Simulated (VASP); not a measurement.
# Ni (Fm-3m) in VASP: notebook

Runs on Ni. Level: PBE. Tasks: single point.

Program: VASP 6.6.1. These are calculated values, not measurements. Logs are shortened: lines on timing, memory, paths and dates and some standing lists are left out, and cuts for length are marked.

## 1. The cell of the first run

The structure is cubic, space group Fm-3m (No. 225). Conventional cell: a = 3.088 Å, b = 3.088 Å, c = 3.088 Å, α = 90.00°, β = 90.00°, γ = 90.00°. Ni (site symmetry m-3m) has 12 Ni at 2.18 Å within 2.9 Å.

## 2. Single point, PBE (volume scaled by 0.68)

The input, INCAR:

```
SYSTEM = Ni
PREC     = Accurate       ! precision mode
ENCUT    = 520            ! plane-wave cutoff, eV
EDIFF    = 1E-6           ! SCF threshold, eV
ISMEAR   = -1             ! smearing method
SIGMA    = 0.05           ! smearing width, eV
LREAL    = .False.        ! projectors in reciprocal space
LASPH    = .True.         ! aspherical terms in the spheres
NELM     = 80             ! most SCF steps
ALGO     = Normal         ! electronic algorithm
ISIF     = 2              ! what is computed and relaxed
LWAVE    = .False.        ! write WAVECAR
LCHARG   = .False.        ! write CHGCAR
GGA      = PE             ! functional
NBANDS   = 11             ! bands
```

The input, KPOINTS:

```
regular mesh
0
Gamma
  21 21 21
  0 0 0
```

The input, POSCAR:

```
Ni
1.0
    0.0000000000      1.5442432965      1.5442432965
    1.5442432965      0.0000000000      1.5442432965
    1.5442432965      1.5442432965      0.0000000000
Ni
1
Direct
    0.0000000000      0.0000000000      0.0000000000
```

Potentials or basis: VASP PAW PBE potentials, release 64 (Ni).

Launch:

```console
> cat potpaw_PBE.64/Ni/POTCAR > POTCAR
> mpirun -np 1 vasp_std > vasp.out
```

OUTCAR:

```text
SYSTEM = Ni
   PREC = Accurate
   ENCUT = 520
   EDIFF = 1E-6
   ISMEAR = -1
   LREAL = .False.
   LASPH = .True.
   NELM = 80
   ISIF = 2
   GGA = PE

 ion  position               nearest neighbor table
   1  0.000  0.000  0.000-

  LATTYP: Found a face centered cubic cell.
 ALAT       =     3.0884865930

  Lattice vectors:

 A1 = (   0.0000000000,   1.5442432965,   1.5442432965)
 A2 = (   1.5442432965,   0.0000000000,   1.5442432965)
 A3 = (   1.5442432965,   1.5442432965,   0.0000000000)

Analysis of symmetry for initial positions (statically):
=====================================================================
 Subroutine PRICEL returns:
 Original cell was already a primitive cell.

 Routine SETGRP: Setting up the symmetry group for a
 face centered cubic supercell.

 Subroutine GETGRP returns: Found 48 space group operations
[... 9 lines left out ...]

 Routine SETGRP: Setting up the symmetry group for a
 face centered cubic supercell.

 Subroutine GETGRP returns: Found 48 space group operations
[... 11 lines left out ...]
                                     Primitive cell

  volume of cell :       7.3651

  direct lattice vectors                    reciprocal lattice vectors
     0.000000000  1.544243296  1.544243296    -0.323783177  0.323783177  0.323783177
     1.544243296  0.000000000  1.544243296     0.323783177 -0.323783177  0.323783177
     1.544243296  1.544243296  0.000000000     0.323783177  0.323783177 -0.323783177

  length of vectors
     2.183889814  2.183889814  2.183889814     0.560808913  0.560808913  0.560808913

  position of ions in fractional coordinates (direct lattice)
     0.000000000  0.000000000  0.000000000

  ion indices of the primitive-cell ions
   primitive index   ion index
                 1           1

----------------------------------------------------------------------------------------

 KPOINTS: regular mesh

Automatic generation of k-mesh.
 Grid dimensions read from file:
 generate k-points for:   21   21   21

 Generating k-lattice:

  Cartesian coordinates                     Fractional coordinates (reciprocal lattice)
    -0.015418247  0.015418247  0.015418247     0.047619048  0.000000000  0.000000000
     0.015418247 -0.015418247  0.015418247     0.000000000  0.047619048  0.000000000
     0.015418247  0.015418247 -0.015418247     0.000000000  0.000000000  0.047619048

  Length of vectors
     0.026705186  0.026705186  0.026705186

  Shift w.r.t. Gamma in fractional coordinates (k-lattice)
[... 45 lines left out ...]
   ICHARG =      2    charge: 1-file 2-atom 10-const
   ISPIN  =      1    spin polarized calculation?
   LNONCOLLINEAR =      F non collinear calculations
   LSORBIT =      F    spin-orbit coupling
   LASPH  =      T    aspherical Exc in radial PAW
   ENCUT  =  520.0 eV  38.22 Ry    6.18 a.u.   4.06  4.06  4.06*2*pi/ulx,y,z
   NELM   =     80;   NELMIN=  2; NELMDL= -5     # of ELM steps
   EDIFF  = 0.1E-05   stopping-criterion for ELM
   LREAL  =      F    real-space projection
   EDIFFG = 0.1E-04   stopping-criterion for IOM
   NSW    =      0    number of steps for IOM
   IBRION =     -1    ionic relax: 0-MD 1-quasi-New 2-CG
   NFREE  =      0    steps in history (QN), initial steepest desc. (CG)
   ISIF   =      2    stress and relaxation
   ISYM   =      2    0-nonsym 1-usesym 2-fastsym
   POTIM  = 0.5000    time-step for ionic-motion
   TEBEG  =    0.0;   TEEND  =   0.0 temperature during run
   PSTRESS=    0.0 pullay stress
   NELECT =      10.0000    total number of electrons
   NUPDOWN=      -1.0000    fix difference up-down
   EMIN   =  10.00;   EMAX   =-10.00  energy-range for DOS
[... 5 lines left out ...]
     AMIX     =   0.40;   BMIX     =  1.00
     AMIX_MAG =   1.60;   BMIX_MAG =  1.00
  volume/ion in A,a.u.               =       7.37        49.70
  Fermi-wavevector in a.u.,A,eV,Ry     =   1.812797  3.425689 44.711900  3.286232
  Thomas-Fermi vector in A             =   2.870969
   LORBIT       =      0    0 simple, 1 ext, 2 COOP (PROOUT), +10 PAW based schemes
   GGA     = PE    functional components
   LHFCALC =     F    Hartree Fock is set to
   AEXX    =    0.0000 exact exchange contribution
   IVDW    =     0    specifies the selected vdW correction
   LEPSILON=     F    determine dielectric tensor
   LRPA    =     F    only Hartree local field effects (RPA)
 non-spin polarized calculation
  energy-cutoff  :      520.00
  volume of cell :        7.37
 maximum number of plane-waves:       205
   NGX =  9   NGY =  9   NGZ =  9

 number of electron      10.0000000 magnetization

 number of electron       9.9999998 magnetization

 Free energy of the ion-electron system (eV)
  ---------------------------------------------------
  ext. energy  EPLUGINS =         0.00000000
  ---------------------------------------------------
  free energy    TOTEN  =        -3.96744985 eV

  energy without entropy =       -3.94919056  energy(sigma->0) =       -3.95832020

 E-fermi :  16.1426     XC(G=0): -15.7277

 val. band max:       16.1351177811   @ k =   0.4762   0.3333   0.0476
 cond. band min:      16.1439173235   @ k =  -0.4762   0.1905   0.0000
 fundamental gap:      0.0087995424
 Fermi energy:        16.1426239152

 k-point     1 :       0.0000    0.0000    0.0000
  band No.  band energies     occupation
      1       4.1806      2.00000
      2      12.8231      2.00000
      3      12.8231      2.00000
      4      12.8231      2.00000
      5      14.7995      2.00000
      6      14.7995      2.00000
      7      43.0163      0.00000
      8      50.1649      0.00000
      9      50.1649      0.00000
     10      50.1649      0.00000
     11      55.8448      0.00000
[... 309 lines left out ...]
 k-point    24 :      -0.3810    0.0476    0.0000
  band No.  band energies     occupation
      1       8.8241      2.00000
      2      12.7629      2.00000
      3      12.8656      2.00000
      4      13.5986      2.00000
      5      15.7096      1.99965
      6      16.2827      0.11443
      7      28.0276      0.00000
      8      41.5163      0.00000
      9      46.9147      0.00000
     10      49.5113      0.00000
     11      51.6893      0.00000

 [... further k-points ...]
[... 5 lines left out ...]
  --------------------------------------------------------------------------------------
  -------------------------------------------------------------------------------------
  Total        9.0160321      9.0160321      9.0160321      0.0000000     -0.0000000     -0.0000000
  in kB     1961.3218329   1961.3218329   1961.3218329      0.0000000     -0.0000000     -0.0000000
  external PRESSURE =    1961.3218329 kB  Pullay stress =       0.0000000 kB

 VOLUME and BASIS-vectors are now :
 -----------------------------------------------------------------------------
  energy-cutoff  :      520.00
  volume of cell :        7.37
      direct lattice vectors                 reciprocal lattice vectors
     0.000000000  1.544243296  1.544243296    -0.323783177  0.323783177  0.323783177
     1.544243296  0.000000000  1.544243296     0.323783177 -0.323783177  0.323783177
     1.544243296  1.544243296  0.000000000     0.323783177  0.323783177 -0.323783177

 POSITION                                       TOTAL-FORCE (eV/Angst)
 -----------------------------------------------------------------------------------
      0.00000      0.00000      0.00000         0.000000     -0.000000      0.000000
 -----------------------------------------------------------------------------------
    total drift:                                0.000000      0.000000      0.000000

  FREE ENERGIE OF THE ION-ELECTRON SYSTEM (eV)
  ---------------------------------------------------
  free  energy   TOTEN  =        -3.9674498460 eV

  energy  without entropy=       -3.9491905634  energy(sigma->0) =       -3.95832020
```

OSZICAR:

```text
N       E                     dE             d eps       ncg     rms          rms(c)
DAV:   1     0.294518082407E+02    0.29452E+02   -0.48915E+03  6635   0.136E+03
DAV:   2    -0.401637532749E+01   -0.33468E+02   -0.31922E+02  6604   0.184E+02
DAV:   3    -0.482675217356E+01   -0.81038E+00   -0.80329E+00  7099   0.316E+01
DAV:   4    -0.483207469654E+01   -0.53225E-02   -0.53209E-02  7071   0.238E+00
DAV:   5    -0.483215323214E+01   -0.78536E-04   -0.78534E-04  7416   0.267E-01    0.173E+01
DAV:   6    -0.408341534592E+01    0.74874E+00   -0.54484E+00  7880   0.370E+01    0.654E+00
DAV:   7    -0.399916406872E+01    0.84251E-01   -0.33294E-01  7408   0.942E+00    0.427E+00
DAV:   8    -0.396761289988E+01    0.31551E-01   -0.31629E-02  8786   0.166E+00    0.333E-01
DAV:   9    -0.396743205342E+01    0.18085E-03   -0.39420E-04  7450   0.262E-01    0.834E-02
DAV:  10    -0.396745197506E+01   -0.19922E-04   -0.13395E-05  8943   0.373E-02    0.145E-02
DAV:  11    -0.396744962430E+01    0.23508E-05   -0.49527E-07  4783   0.681E-03    0.317E-03
DAV:  12    -0.396744984601E+01   -0.22170E-06   -0.56062E-08  3722   0.190E-03
   1 F= -.39674498E+01 E0= -.39583202E+01  d E =-.182593E-01
```

stdout:

```text
POSCAR found type information on POSCAR Ni
 POSCAR found :  1 types and       1 ions
 scaLAPACK will be used
 LDA part: xc-table for (Slater+PW92), standard interpolation
 POSCAR, INCAR and KPOINTS ok, starting setup
 FFT: planning ... GRIDC
 FFT: planning ... GRID_SOFT
 FFT: planning ... GRID
 WAVECAR not read
 entering main loop
```

Wall time 33 s (1 thread of AMD EPYC 7R43 (Zen 3), shared host); peak memory 0.1 GiB.

What came out:

- Free energy: -3.9674 eV
- Pressure: 196.1 GPa
- Band gap on the k mesh: zero (band 5 reaches 16.45 eV, above the bottom of band 6 at 14.70 eV)

Levels at points of the mesh, in eV from the Fermi level:
```tsv
k point	band 2	band 3	band 4	band 5	band 6	band 7	band 8	band 9
(0.00, 0.00, 0.00)	-3.32	-3.32	-3.32	-1.34	-1.34	26.87	34.02	34.02
```

Caveat: the run has no spin polarisation, though such a crystal can be magnetic.

## 3. Single point, PBE (volume scaled by 0.76)

The input, INCAR:

```
SYSTEM = Ni
ALGO = Normal
EDIFF = 1E-7
ENCUT = 520
GGA = PE
ISIF = 2
ISMEAR = -1
LASPH = .TRUE.
LCHARG = .FALSE.
LREAL = .FALSE.
LWAVE = .FALSE.
NBANDS = 11
NELM = 60
PREC = Accurate
SIGMA = 0.05
```

The input, KPOINTS:

```
k-points
0
G
  21 21 21
  0 0 0
```

The input, POSCAR:

```
Ni
1.0
    0.0000000000      1.6025710188      1.6025710188
    1.6025710188      0.0000000000      1.6025710188
    1.6025710188      1.6025710188      0.0000000000
Ni
1
Direct
    0.0000000000      0.0000000000      0.0000000000
```

Potentials or basis: VASP PAW PBE potentials, release 64 (Ni).

Launch:

```console
> cat potpaw_PBE.64/Ni/POTCAR > POTCAR
> mpirun -np 1 vasp_std > vasp.out
```

It took 49 s on 1 thread of AMD EPYC 7R43 (Zen 3), shared host; peak memory 0.1 GiB.

The run converged. Its results:

```yaml
Free_energy: -4.7651 eV
Pressure: 106.7 GPa
Band_gap_on_the_k_mesh: zero (band 5 reaches 14.11 eV, above the bottom of band 6 at 12.64 eV)
```

Levels at points of the mesh, in eV from the Fermi level:
| k point | band 1 | band 2 | band 3 | band 4 | band 5 | band 6 | band 7 | band 8 | band 9 | band 10 |
| --- | --- | --- | --- | --- | --- | --- | --- | --- | --- | --- |
| (0.00, 0.00, 0.00) | -11.01 | -2.81 | -2.81 | -2.81 | -1.14 | -1.14 | 26.08 | 32.26 | 32.26 | 32.26 |

Caveat: the run has no spin polarisation, though such a crystal can be magnetic.

## 4. Single point, PBE (volume scaled by 0.76)

The input, INCAR:

```
ALGO     = Normal         # electronic algorithm
EDIFF    = 1E-7           # SCF threshold, eV
ENCUT    = 520            # plane-wave cutoff, eV
GGA      = PE             # functional
ISIF     = 2              # what is computed and relaxed
ISMEAR   = -1             # smearing method
LASPH    = True           # aspherical terms in the spheres
LCHARG   = False          # write CHGCAR
LREAL    = False          # projectors in reciprocal space
LWAVE    = False          # write WAVECAR
NBANDS   = 11             # bands
NELM     = 60             # most SCF steps
PREC     = Accurate       # precision mode
SIGMA    = 0.05           # smearing width, eV
```

The input, KPOINTS:

```
k-points
0
Gamma
  21 21 21
```

POSCAR is that of step 3.

Launch:

```console
> cat potpaw_PBE.64/Ni/POTCAR > POTCAR
> mpirun -np 1 vasp_std > vasp.out
```

It took 56 s on 1 thread of AMD EPYC 7R43 (Zen 3), shared host; peak memory 0.1 GiB.

It converged, with:

```yaml
Free_energy: -4.7651 eV
Pressure: 106.7 GPa
Band_gap_on_the_k_mesh: zero (band 5 reaches 14.11 eV, above the bottom of band 6 at 12.64 eV)
```

Levels at points of the mesh, in eV from the Fermi level:
```csv
k point,band 1,band 2,band 3,band 4,band 5,band 6,band 7,band 8,band 9,band 10
"(0.00, 0.00, 0.00)",-11.01,-2.81,-2.81,-2.81,-1.14,-1.14,26.08,32.26,32.26,32.26
```

Caveat: the run has no spin polarisation, though such a crystal can be magnetic.

## 5. Single point, PBE (volume scaled by 0.84)

The input, INCAR:

```
  ALGO = Normal
  EDIFF = 1E-7
  ENCUT = 520
  GGA = PE
  ISIF = 2
  ISMEAR = -1
  LASPH = True
  LCHARG = False
  LREAL = False
  LWAVE = False
  NBANDS = 11
  NELM = 60
  PREC = Accurate
  SIGMA = 0.05
```

KPOINTS is that of step 4.

The input, POSCAR:

```
Ni
1.0
    0.0000000000      1.6569364400      1.6569364400
    1.6569364400      0.0000000000      1.6569364400
    1.6569364400      1.6569364400      0.0000000000
Ni
1
Direct
    0.0000000000      0.0000000000      0.0000000000
```

Potentials or basis: VASP PAW PBE potentials, release 64 (Ni).

Launch:

```console
> cat potpaw_PBE.64/Ni/POTCAR > POTCAR
> mpirun -np 1 vasp_std > vasp.out
```

OUTCAR:

```text
EDIFF = 1E-7
   ENCUT = 520
   GGA = PE
   ISIF = 2
   ISMEAR = -1
   LASPH = True
   LREAL = False
   NELM = 60
   PREC = Accurate

 ion  position               nearest neighbor table
   1  0.000  0.000  0.000-

  LATTYP: Found a face centered cubic cell.
 ALAT       =     3.3138728800

  Lattice vectors:

 A1 = (   0.0000000000,   1.6569364400,   1.6569364400)
 A2 = (   1.6569364400,   0.0000000000,   1.6569364400)
 A3 = (   1.6569364400,   1.6569364400,   0.0000000000)

[... 512 lines left out ...]
     10      41.0498      0.00000
     11      43.2272      0.00000

 [... further k-points ...]

------------------------ aborting loop because EDIFF is reached ----------------------------------------

  FORCE on cell =-STRESS in cart. coord.  units (eV):
  Direction    XX          YY          ZZ          XY          YZ          ZX
  --------------------------------------------------------------------------------------
  -------------------------------------------------------------------------------------
  Total        3.0191612      3.0191612      3.0191612     -0.0000000     -0.0000000     -0.0000000
  in kB      531.6787910    531.6787910    531.6787910     -0.0000000     -0.0000000     -0.0000000
  external PRESSURE =     531.6787910 kB  Pullay stress =       0.0000000 kB

 VOLUME and BASIS-vectors are now :
 -----------------------------------------------------------------------------
  energy-cutoff  :      520.00
  volume of cell :        9.10
      direct lattice vectors                 reciprocal lattice vectors
     0.000000000  1.656936440  1.656936440    -0.301761726  0.301761726  0.301761726
     1.656936440  0.000000000  1.656936440     0.301761726 -0.301761726  0.301761726
     1.656936440  1.656936440  0.000000000     0.301761726  0.301761726 -0.301761726

 POSITION                                       TOTAL-FORCE (eV/Angst)
 -----------------------------------------------------------------------------------
      0.00000      0.00000      0.00000        -0.000000     -0.000000      0.000000
 -----------------------------------------------------------------------------------
    total drift:                                0.000000     -0.000000      0.000000

  FREE ENERGIE OF THE ION-ELECTRON SYSTEM (eV)
  ---------------------------------------------------
  free  energy   TOTEN  =        -5.1854396246 eV

  energy  without entropy=       -5.1615943898  energy(sigma->0) =       -5.17351701
```

stdout:

```text
POSCAR found type information on POSCAR Ni
 POSCAR found :  1 types and       1 ions
 scaLAPACK will be used
 LDA part: xc-table for (Slater+PW92), standard interpolation
 POSCAR, INCAR and KPOINTS ok, starting setup
 FFT: planning ... GRIDC
 FFT: planning ... GRID_SOFT
 FFT: planning ... GRID
 WAVECAR not read
 entering main loop
```

Wall time 63 s (1 thread of AMD EPYC 7R43 (Zen 3), shared host); peak memory 0.1 GiB.

What came out:

| Item | Value |
| --- | --- |
| Free energy | -5.1854 eV |
| Pressure | 53.2 GPa |
| Band gap on the k mesh | zero (band 5 reaches 12.23 eV, above the bottom of band 6 at 10.97 eV) |

Caveat: the run has no spin polarisation, though such a crystal can be magnetic.

## 6. Single point, PBE (volume scaled by 0.92)

The input, INCAR:

```
ALGO     = Normal         # electronic algorithm
EDIFF    = 1E-6           # SCF threshold, eV
ENCUT    = 520            # plane-wave cutoff, eV
GGA      = PE             # functional
ISIF     = 2              # what is computed and relaxed
ISMEAR   = -1             # smearing method
LASPH    = T              # aspherical terms in the spheres
LCHARG   = F              # write CHGCAR
LREAL    = F              # projectors in reciprocal space
LWAVE    = F              # write WAVECAR
NBANDS   = 11             # bands
NELM     = 80             # most SCF steps
PREC     = Accurate       # precision mode
SIGMA    = 0.05           # smearing width, eV
```

KPOINTS is that of step 5.

The input, POSCAR:

```
Ni
1.0
    0.0000000000      1.7079508272      1.7079508272
    1.7079508272      0.0000000000      1.7079508272
    1.7079508272      1.7079508272      0.0000000000
Ni
1
Direct
    0.0000000000      0.0000000000      0.0000000000
```

Potentials or basis: VASP PAW PBE potentials, release 64 (Ni).

Launch:

```console
> cat potpaw_PBE.64/Ni/POTCAR > POTCAR
> mpirun -np 1 vasp_std > vasp.out
```

Wall time 45 s (1 thread of AMD EPYC 7R43 (Zen 3), shared host); peak memory 0.11 GiB.

Results (log left out):

| Item | Value |
| --- | --- |
| Free energy | -5.3771 eV |
| Pressure | 20.4 GPa |
| Band gap on the k mesh | zero (band 5 reaches 10.70 eV, above the bottom of band 6 at 9.60 eV) |

Levels at points of the mesh, in eV from the Fermi level:
| k point | band 1 | band 2 | band 3 | band 4 | band 5 | band 6 | band 7 | band 8 | band 9 | band 10 |
| --- | --- | --- | --- | --- | --- | --- | --- | --- | --- | --- |
| (0.00, 0.00, 0.00) | -9.49 | -2.11 | -2.11 | -2.11 | -0.86 | -0.86 | 24.56 | 29.18 | 29.18 | 29.18 |

Caveat: the run has no spin polarisation, though such a crystal can be magnetic.

## 7. Summary

| cell | gap on the mesh (eV) | pressure (GPa) |
| --- | --- | --- |
| a = 2.184 Å, angles 60.0°, 1 atom | none | 196.1 |
| a = 2.266 Å, angles 60.0°, 1 atom | none | 106.7 |
| a = 2.343 Å, angles 60.0°, 1 atom | none | 53.2 |
| a = 2.415 Å, angles 60.0°, 1 atom | none | 20.4 |

Alike in all rows: task single point; level PBE; potentials or basis VASP PAW PBE potentials, release 64 (Ni); no spin polarisation; k mesh 21 × 21 × 21; cutoff (eV) 520; smearing fermi-dirac 0.05 eV.

Caveats: the run has no spin polarisation, though such a crystal can be magnetic.

Absolute energies hang on the potentials; compare differences alone.
